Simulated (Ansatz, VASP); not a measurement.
**Two plane-wave programs on Os**

```
CELL_PARAMETERS angstrom
2.73934 0.00000 0.00000
-1.36967 2.37233 0.00000
0.00000 0.00000 4.32553
ATOMIC_POSITIONS crystal
Os 0.33333 0.66667 0.25000
Os 0.66666 0.33333 0.75000
```

Alike in both runs: task single point; functional r2SCAN; k mesh 14 × 14 × 8; occupations fermi-dirac, width 0.0628 eV; no spin polarisation.

|  | VASP | Ansatz |
| --- | --- | --- |
| version | VASP 6.6.1 | Ansatz 0.2.0 |
| potentials or method | VASP PAW PBE potentials, release 64 (Os), cutoff 520 eV | PAW plane waves |
| valence electrons in the cell | 16 | 32 |

Ansatz gave:

* pressure (GPa): -1.2
* traceless stress, the component that is largest in VASP (GPa): -0.99

Q: Which values does VASP return?

A: Pressure (GPa): -0.2; traceless stress, the component that is largest in VASP (GPa): -0.97.

VASP's potentials were made for PBE, not for r2SCAN. VASP's potentials hold 16 valence electrons a cell and Ansatz's 32, so a difference there can come from the potentials and not from the codes. Ansatz's warnings: structure snapped to symmetry.

Neither program's run includes spin-orbit coupling.
